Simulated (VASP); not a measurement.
# ZrC (rock salt type) in VASP: notebook, part 2 of 2

VASP 6.6.1. The steps go on from the part before.

**3. Single point, PBE**

INCAR

```
PREC = Accurate
ENCUT = 520
EDIFF = 1E-7
ISMEAR = -1
SIGMA = 0.1
LREAL = F
LASPH = T
NELM = 100
ALGO = Normal
ISIF = 2
LWAVE = F
LCHARG = F
GGA = PE
NBANDS = 15
```

KPOINTS

```
regular mesh
0
Gamma
  8 8 8
```

POSCAR

```
ZrC
1.0
    0.0000000000      2.3550000000      2.3550000000
    2.3550000000      0.0000000000      2.3550000000
    2.3550000000      2.3550000000      0.0000000000
Zr C
1 1
Direct
    0.0000000000      0.0000000000      0.0000000000
    0.5000000000      0.5000000000      0.5000000000
```

Potentials or basis: VASP PAW PBE potentials, release 64 (Zr_sv, C).

Run with:

```bash
> cat potpaw_PBE.64/Zr_sv/POTCAR potpaw_PBE.64/C/POTCAR > POTCAR
> mpirun -np 1 vasp_std > vasp.out
```

OUTCAR:

```text
PREC = Accurate
   ENCUT = 520
   EDIFF = 1E-7
   ISMEAR = -1
   LREAL = F
   LASPH = T
   NELM = 100
   ISIF = 2
   GGA = PE

 ion  position               nearest neighbor table
   1  0.000  0.000  0.000-   2 2.35   2 2.35   2 2.35   2 2.35   2 2.35   2 2.35
   2  0.500  0.500  0.500-   1 2.35   1 2.35   1 2.35   1 2.35   1 2.35   1 2.35

  LATTYP: Found a face centered cubic cell.
 ALAT       =     4.7100000000

  Lattice vectors:

 A1 = (   0.0000000000,   2.3550000000,   2.3550000000)
 A2 = (   2.3550000000,   0.0000000000,   2.3550000000)
 A3 = (   2.3550000000,   2.3550000000,   0.0000000000)

Analysis of symmetry for initial positions (statically):
=====================================================================
 Subroutine PRICEL returns:
 Original cell was already a primitive cell.

 Routine SETGRP: Setting up the symmetry group for a
 face centered cubic supercell.

 Subroutine GETGRP returns: Found 48 space group operations
 (whereof 48 operations were pure point group operations)
 out of a pool of 48 trial point group operations.

The static configuration has the point symmetry O_h .

Analysis of symmetry for dynamics (positions and initial velocities):
=====================================================================
 Subroutine PRICEL returns:
 Original cell was already a primitive cell.

 Routine SETGRP: Setting up the symmetry group for a
 face centered cubic supercell.

 Subroutine GETGRP returns: Found 48 space group operations
 (whereof 48 operations were pure point group operations)
 out of a pool of 48 trial point group operations.

The dynamic configuration has the point symmetry O_h .

 Subroutine INISYM returns: Found 48 space group operations
 (whereof 48 operations are pure point group operations),
 and found     1 'primitive' translations

----------------------------------------------------------------------------------------

                                     Primitive cell

[... 114 lines left out ...]
   LORBIT       =      0    0 simple, 1 ext, 2 COOP (PROOUT), +10 PAW based schemes
   GGA     = PE    functional components
   LHFCALC =     F    Hartree Fock is set to
   AEXX    =    0.0000 exact exchange contribution
   IVDW    =     0    specifies the selected vdW correction
   LEPSILON=     F    determine dielectric tensor
   LRPA    =     F    only Hartree local field effects (RPA)
 non-spin polarized calculation
  energy-cutoff  :      520.00
  volume of cell :       26.12
 maximum number of plane-waves:       725
 NGX is ok and might be reduce to    28
   NGX = 13   NGY = 13   NGZ = 13

 number of electron      16.0000000 magnetization

 Free energy of the ion-electron system (eV)
  ---------------------------------------------------
  ext. energy  EPLUGINS =         0.00000000
  ---------------------------------------------------
  free energy    TOTEN  =       -19.46458853 eV

  energy without entropy =      -19.45438925  energy(sigma->0) =      -19.45948889

 E-fermi :   9.5190     XC(G=0): -12.1029

 val. band max:        9.4895842856   @ k =   0.1250   0.1250   0.0000
 cond. band min:       9.5969218997   @ k =   0.5000   0.5000   0.0000
 fundamental gap:      0.1073376141
 Fermi energy:         9.5189765508

 k-point     1 :       0.0000    0.0000    0.0000
  band No.  band energies     occupation
      1     -38.5862      2.00000
      2     -16.3007      2.00000
      3     -16.3007      2.00000
      4     -16.3007      2.00000
      5      -1.7411      2.00000
      6      10.4776      0.00014
      7      10.4776      0.00014
      8      10.4776      0.00014
      9      10.6345      0.00003
     10      10.6345      0.00003
     11      10.6345      0.00003
     12      12.3373      0.00000
     13      12.3373      0.00000
     14      16.7826      0.00000
[... 401 lines left out ...]
      2     -17.0065      2.00000
      3     -16.5936      2.00000
      4     -16.4506      2.00000
      5       0.6482      2.00000
      6       5.3032      2.00000
      7       7.0316      2.00000
      8       7.1574      2.00000
      9      12.9035      0.00000
     10      13.3267      0.00000
     11      14.7681      0.00000
     12      17.5054      0.00000
     13      18.2572      0.00000
     14      19.7517      0.00000
     15      23.1361      0.00000

 [... further k-points ...]
[... 5 lines left out ...]
  --------------------------------------------------------------------------------------
  -------------------------------------------------------------------------------------
  Total        0.0119461      0.0119461      0.0119461     -0.0000000     -0.0000000      0.0000000
  in kB        0.7327149      0.7327149      0.7327149     -0.0000000     -0.0000000      0.0000000
  external PRESSURE =       0.7327149 kB  Pullay stress =       0.0000000 kB

 VOLUME and BASIS-vectors are now :
 -----------------------------------------------------------------------------
  energy-cutoff  :      520.00
  volume of cell :       26.12
      direct lattice vectors                 reciprocal lattice vectors
     0.000000000  2.355000000  2.355000000    -0.212314225  0.212314225  0.212314225
     2.355000000  0.000000000  2.355000000     0.212314225 -0.212314225  0.212314225
     2.355000000  2.355000000  0.000000000     0.212314225  0.212314225 -0.212314225

 POSITION                                       TOTAL-FORCE (eV/Angst)
 -----------------------------------------------------------------------------------
      0.00000      0.00000      0.00000        -0.000000      0.000000     -0.000000
      2.35500      2.35500      2.35500         0.000000     -0.000000      0.000000
 -----------------------------------------------------------------------------------
    total drift:                                0.000000      0.000000      0.000000

  FREE ENERGIE OF THE ION-ELECTRON SYSTEM (eV)
  ---------------------------------------------------
  free  energy   TOTEN  =       -19.4645885253 eV

  energy  without entropy=      -19.4543892456  energy(sigma->0) =      -19.45948889
```

stdout:

```text
POSCAR found type information on POSCAR ZrC
 POSCAR found :  2 types and       2 ions
 scaLAPACK will be used
 LDA part: xc-table for (Slater+PW92), standard interpolation
 POSCAR, INCAR and KPOINTS ok, starting setup
 FFT: planning ... GRIDC
 FFT: planning ... GRID_SOFT
 FFT: planning ... GRID
 WAVECAR not read
 entering main loop
```

Run time: 7.6 s. Hardware: 1 thread of Intel Xeon 6975P-C (Granite Rapids), shared host; peak memory 0.15 GiB.

Results:

- Free energy: -19.4646 eV
- Pressure: 0.1 GPa
- Band gap on the k mesh: zero (band 8 reaches 10.48 eV, above the bottom of band 9 at 9.17 eV)

Levels at points of the mesh, in eV from the Fermi level:
| k point | band 4 | band 5 | band 6 | band 7 | band 8 | band 9 | band 10 | band 11 | band 12 | band 13 |
| --- | --- | --- | --- | --- | --- | --- | --- | --- | --- | --- |
| (0.00, 0.00, 0.00) | -25.82 | -11.26 | 0.96 | 0.96 | 0.96 | 1.12 | 1.12 | 1.12 | 2.82 | 2.82 |
| (0.50, 0.00, 0.00) | -25.90 | -8.22 | -5.25 | -2.89 | -2.89 | 4.49 | 4.49 | 5.32 | 6.53 | 10.09 |
| (0.50, 0.50, 0.00) | -26.10 | -10.09 | -2.05 | -1.72 | 0.08 | 0.08 | 4.44 | 5.64 | 5.64 | 7.94 |

**4. Single point, PBE**

INCAR

```
SYSTEM = ZrC
  ALGO = Normal
  EDIFF = 1E-6
  ENCUT = 520
  GGA = PE
  ISIF = 2
  ISMEAR = -1
  LASPH = .True.
  LCHARG = .True.
  LELF = .True.
  LREAL = .False.
  LVHAR = .True.
  LWAVE = .False.
  NBANDS = 15
  NELM = 60
  PREC = Accurate
  SIGMA = 0.1
```

KPOINTS

```
k-points
0
Gamma
  8 8 8
  0 0 0
```

POSCAR is that of step 3.

Potentials or basis: VASP PAW PBE potentials, release 64 (Zr_sv, C).

Run with:

```bash
> cat potpaw_PBE.64/Zr_sv/POTCAR potpaw_PBE.64/C/POTCAR > POTCAR
> mpirun -np 1 vasp_std > vasp.out
```

OUTCAR:

```text
SYSTEM = ZrC
   EDIFF = 1E-6
   ENCUT = 520
   GGA = PE
   ISIF = 2
   ISMEAR = -1
   LASPH = .True.
   LREAL = .False.
   NELM = 60
   PREC = Accurate

 ion  position               nearest neighbor table
   1  0.000  0.000  0.000-   2 2.35   2 2.35   2 2.35   2 2.35   2 2.35   2 2.35
   2  0.500  0.500  0.500-   1 2.35   1 2.35   1 2.35   1 2.35   1 2.35   1 2.35

  LATTYP: Found a face centered cubic cell.
 ALAT       =     4.7100000000

  Lattice vectors:

 A1 = (   0.0000000000,   2.3550000000,   2.3550000000)
 A2 = (   2.3550000000,   0.0000000000,   2.3550000000)
[... 610 lines left out ...]
     12      17.5054      0.00000
     13      18.2572      0.00000
     14      19.7517      0.00000
     15      23.1361      0.00000

 [... further k-points ...]
[... 5 lines left out ...]
  --------------------------------------------------------------------------------------
  -------------------------------------------------------------------------------------
  Total        0.0119420      0.0119420      0.0119420      0.0000000      0.0000000      0.0000000
  in kB        0.7324596      0.7324596      0.7324596      0.0000000      0.0000000      0.0000000
  external PRESSURE =       0.7324596 kB  Pullay stress =       0.0000000 kB

 VOLUME and BASIS-vectors are now :
 -----------------------------------------------------------------------------
  energy-cutoff  :      520.00
  volume of cell :       26.12
      direct lattice vectors                 reciprocal lattice vectors
     0.000000000  2.355000000  2.355000000    -0.212314225  0.212314225  0.212314225
     2.355000000  0.000000000  2.355000000     0.212314225 -0.212314225  0.212314225
     2.355000000  2.355000000  0.000000000     0.212314225  0.212314225 -0.212314225

 POSITION                                       TOTAL-FORCE (eV/Angst)
 -----------------------------------------------------------------------------------
      0.00000      0.00000      0.00000         0.000000     -0.000000      0.000000
      2.35500      2.35500      2.35500        -0.000000      0.000000     -0.000000
 -----------------------------------------------------------------------------------
    total drift:                                0.000000      0.000000      0.000000

  FREE ENERGIE OF THE ION-ELECTRON SYSTEM (eV)
  ---------------------------------------------------
  free  energy   TOTEN  =       -19.4645885266 eV

  energy  without entropy=      -19.4543892470  energy(sigma->0) =      -19.45948889
```

OSZICAR:

```text
N       E                     dE             d eps       ncg     rms          rms(c)
DAV:   1     0.101337352108E+03    0.10134E+03   -0.88409E+03   870   0.108E+03
DAV:   2    -0.182985830859E+02   -0.11964E+03   -0.11124E+03  1073   0.283E+02
DAV:   3    -0.228507778143E+02   -0.45522E+01   -0.45103E+01  1270   0.488E+01
DAV:   4    -0.229379515735E+02   -0.87174E-01   -0.87146E-01  1073   0.635E+00
DAV:   5    -0.229393749565E+02   -0.14234E-02   -0.14234E-02  1207   0.642E-01    0.201E+01
DAV:   6    -0.195793206585E+02    0.33601E+01   -0.64142E+00  1033   0.227E+01    0.698E+00
DAV:   7    -0.194796469773E+02    0.99674E-01   -0.65101E-01  1011   0.588E+00    0.606E+00
DAV:   8    -0.195046243708E+02   -0.24977E-01   -0.35053E-01  1031   0.456E+00    0.506E+00
DAV:   9    -0.194663554890E+02    0.38269E-01   -0.61938E-02   954   0.178E+00    0.110E+00
DAV:  10    -0.194645984234E+02    0.17571E-02   -0.75179E-03  1087   0.695E-01    0.607E-02
DAV:  11    -0.194645970539E+02    0.13696E-05   -0.17839E-04  1011   0.127E-01    0.536E-02
DAV:  12    -0.194645903119E+02    0.67420E-05   -0.62457E-06  1096   0.206E-02    0.144E-02
DAV:  13    -0.194645886138E+02    0.16981E-05   -0.22178E-06  1031   0.995E-03    0.439E-03
DAV:  14    -0.194645885266E+02    0.87134E-07   -0.92227E-08   512   0.206E-03
   1 F= -.19464589E+02 E0= -.19459489E+02  d E =-.101993E-01
```

stdout:

```text
POSCAR found type information on POSCAR ZrC
 POSCAR found :  2 types and       2 ions
 scaLAPACK will be used
 LDA part: xc-table for (Slater+PW92), standard interpolation
 POSCAR, INCAR and KPOINTS ok, starting setup
 FFT: planning ... GRIDC
 FFT: planning ... GRID_SOFT
 FFT: planning ... GRID
 WAVECAR not read
 entering main loop
```

Wall time 9.1 s (1 thread of Intel Xeon 6975P-C (Granite Rapids), shared host); peak memory 0.15 GiB.

What came out:

```
Free energy            : -19.4646 eV
Pressure               : 0.1 GPa
Band gap on the k mesh : zero (band 8 reaches 10.48 eV, above the bottom of band 9 at 9.17 eV)
```

**5. Single point, PBE**

INCAR

```
PREC     = Accurate       # precision mode
ENCUT    = 520            # plane-wave cutoff, eV
EDIFF    = 1E-6           # SCF threshold, eV
ISMEAR   = -1             # smearing method
SIGMA    = 0.1            # smearing width, eV
LREAL    = False          # projectors in reciprocal space
LASPH    = True           # aspherical terms in the spheres
NELM     = 80             # most SCF steps
ALGO     = Normal         # electronic algorithm
ISIF     = 2              # what is computed and relaxed
LWAVE    = False          # write WAVECAR
LCHARG   = False          # write CHGCAR
GGA      = PE             # functional
NBANDS   = 15             # bands
```

KPOINTS

```
regular mesh
0
Gamma
  8 8 8
```

POSCAR, as its differences from that of step 4:

```diff
@@ -8,3 +8,3 @@
 Direct
-    0.0000000000      0.0000000000      0.0000000000
+   -0.0042462845      0.0042462845      0.0042462845
     0.5000000000      0.5000000000      0.5000000000
```

Potentials or basis: VASP PAW PBE potentials, release 64 (Zr_sv, C).

Run with:

```bash
> cat potpaw_PBE.64/Zr_sv/POTCAR potpaw_PBE.64/C/POTCAR > POTCAR
> mpirun -np 1 vasp_std > vasp.out
```

OUTCAR:

```text
PREC = Accurate
   ENCUT = 520
   EDIFF = 1E-6
   ISMEAR = -1
   LREAL = False
   LASPH = True
   NELM = 80
   ISIF = 2
   GGA = PE

 ion  position               nearest neighbor table
   1  0.996  0.004  0.004-   2 2.34   2 2.36   2 2.36   2 2.36   2 2.36   2 2.37
   2  0.500  0.500  0.500-   1 2.34   1 2.36   1 2.36   1 2.36   1 2.36   1 2.37

  LATTYP: Found a face centered cubic cell.
 ALAT       =     4.7100000000

  Lattice vectors:

 A1 = (   0.0000000000,   2.3550000000,   2.3550000000)
 A2 = (   2.3550000000,   0.0000000000,   2.3550000000)
[... 609 lines left out ...]
     11      14.8972      0.00000
     12      16.7360      0.00000
     13      17.6878      0.00000
     14      20.4101      0.00000
     15      22.2529      0.00000

 [... further k-points ...]
[... 5 lines left out ...]
  --------------------------------------------------------------------------------------
  -------------------------------------------------------------------------------------
  Total        0.0276542      0.0111852      0.0111852      0.0000000      0.0000000      0.0000000
  in kB        1.6961674      0.6860425      0.6860425      0.0000000      0.0000000      0.0000000
  external PRESSURE =       1.0227508 kB  Pullay stress =       0.0000000 kB

 VOLUME and BASIS-vectors are now :
 -----------------------------------------------------------------------------
  energy-cutoff  :      520.00
  volume of cell :       26.12
      direct lattice vectors                 reciprocal lattice vectors
     0.000000000  2.355000000  2.355000000    -0.212314225  0.212314225  0.212314225
     2.355000000  0.000000000  2.355000000     0.212314225 -0.212314225  0.212314225
     2.355000000  2.355000000  0.000000000     0.212314225  0.212314225 -0.212314225

 POSITION                                       TOTAL-FORCE (eV/Angst)
 -----------------------------------------------------------------------------------
      0.02000      2.35500      2.35500        -0.141946      0.000000      0.000000
      2.35500      2.35500      2.35500         0.141946      0.000000      0.000000
 -----------------------------------------------------------------------------------
    total drift:                               -0.000005      0.000000      0.000000

  FREE ENERGIE OF THE ION-ELECTRON SYSTEM (eV)
  ---------------------------------------------------
  free  energy   TOTEN  =       -19.4631651149 eV

  energy  without entropy=      -19.4529161569  energy(sigma->0) =      -19.45804064
```

OSZICAR:

```text
N       E                     dE             d eps       ncg     rms          rms(c)
DAV:   1     0.100765847232E+03    0.10077E+03   -0.87153E+03  1778   0.108E+03
DAV:   2    -0.186229133955E+02   -0.11939E+03   -0.11118E+03  2260   0.286E+02
DAV:   3    -0.228544460926E+02   -0.42315E+01   -0.42018E+01  2563   0.471E+01
DAV:   4    -0.229375683031E+02   -0.83122E-01   -0.83081E-01  2209   0.631E+00
DAV:   5    -0.229390801977E+02   -0.15119E-02   -0.15117E-02  2476   0.647E-01    0.202E+01
DAV:   6    -0.195770714912E+02    0.33620E+01   -0.64018E+00  2108   0.227E+01    0.696E+00
DAV:   7    -0.194781410097E+02    0.98930E-01   -0.65786E-01  2037   0.592E+00    0.607E+00
DAV:   8    -0.195042374239E+02   -0.26096E-01   -0.35747E-01  2106   0.459E+00    0.513E+00
DAV:   9    -0.194647098837E+02    0.39528E-01   -0.65735E-02  1980   0.183E+00    0.103E+00
DAV:  10    -0.194631730088E+02    0.15369E-02   -0.71373E-03  2260   0.678E-01    0.605E-02
DAV:  11    -0.194631735148E+02   -0.50604E-06   -0.16910E-04  2017   0.123E-01    0.532E-02
DAV:  12    -0.194631667194E+02    0.67954E-05   -0.55845E-06  2334   0.193E-02    0.132E-02
DAV:  13    -0.194631652000E+02    0.15194E-05   -0.18575E-06  2113   0.918E-03    0.324E-03
DAV:  14    -0.194631651149E+02    0.85058E-07   -0.67911E-08  1109   0.183E-03
   1 F= -.19463165E+02 E0= -.19458041E+02  d E =-.102490E-01
```

stdout:

```text
POSCAR found type information on POSCAR ZrC
 POSCAR found :  2 types and       2 ions
 scaLAPACK will be used
 LDA part: xc-table for (Slater+PW92), standard interpolation
 POSCAR, INCAR and KPOINTS ok, starting setup
 FFT: planning ... GRIDC
 FFT: planning ... GRID_SOFT
 FFT: planning ... GRID
 WAVECAR not read
 entering main loop
```

It took 14 s on 1 thread of Intel Xeon 6975P-C (Granite Rapids), shared host; peak memory 0.17 GiB.

What came out:

* Free energy: -19.4632 eV
* Pressure: 0.1 GPa
* Largest force: 0.142 eV/Å
* Band gap on the k mesh: zero (band 8 reaches 10.47 eV, above the bottom of band 9 at 9.17 eV)

Forces in eV/Å, atoms in the order of the input:
```
Zr  -0.142  0.000  0.000
C    0.142  0.000  0.000
```

Stress tensor (GPa, compression positive):
```
0.17 0.00 0.00
0.00 0.07 0.00
0.00 0.00 0.07
```

**6. Single point, PBE**

INCAR

```
SYSTEM = ZrC
ALGO = Normal ; EDIFF = 1E-7
ENCUT = 520 ; GGA = PE
ISIF = 2 ; ISMEAR = -1
LASPH = .True. ; LCHARG = .False.
LREAL = .False. ; LWAVE = .False.
NBANDS = 15 ; NELM = 60
PREC = Accurate ; SIGMA = 0.1
```

KPOINTS

```
k-points
0
Gamma
  8 8 8
  0 0 0
```

POSCAR is that of step 5.

Potentials or basis: VASP PAW PBE potentials, release 64 (Zr_sv, C).

Run with:

```bash
> cat potpaw_PBE.64/Zr_sv/POTCAR potpaw_PBE.64/C/POTCAR > POTCAR
> mpirun -np 1 vasp_std > vasp.out
```

It took 13 s on 1 thread of Intel Xeon 6975P-C (Granite Rapids), shared host; peak memory 0.16 GiB.

Results (log left out):

* Free energy: -19.4632 eV
* Pressure: 0.1 GPa
* Largest force: 0.142 eV/Å
* Band gap on the k mesh: zero (band 8 reaches 10.47 eV, above the bottom of band 9 at 9.17 eV)

Forces on the atoms (eV/Å):
```
Zr  -0.142  0.000  0.000
C    0.142  0.000  0.000
```

Stress tensor (GPa, compression positive):
```
0.17 0.00 0.00
0.00 0.07 0.00
0.00 0.00 0.07
```

Levels at points of the mesh, in eV from the Fermi level:
```csv
k point,band 4,band 5,band 6,band 7,band 8,band 9,band 10,band 11,band 12,band 13
"(0.00, 0.00, 0.00)",-25.82,-11.26,0.90,0.90,0.95,1.12,1.18,1.18,2.82,2.83
"(0.50, 0.00, 0.00)",-25.90,-8.22,-5.25,-2.89,-2.89,4.49,4.49,5.32,6.52,10.08
"(0.50, 0.50, 0.00)",-26.10,-10.09,-2.05,-1.72,0.08,0.09,4.44,5.64,5.64,7.94
"(0.00, 0.50, 0.50)",-26.10,-10.09,-2.04,-1.72,0.08,0.08,4.44,5.64,5.64,7.93
```
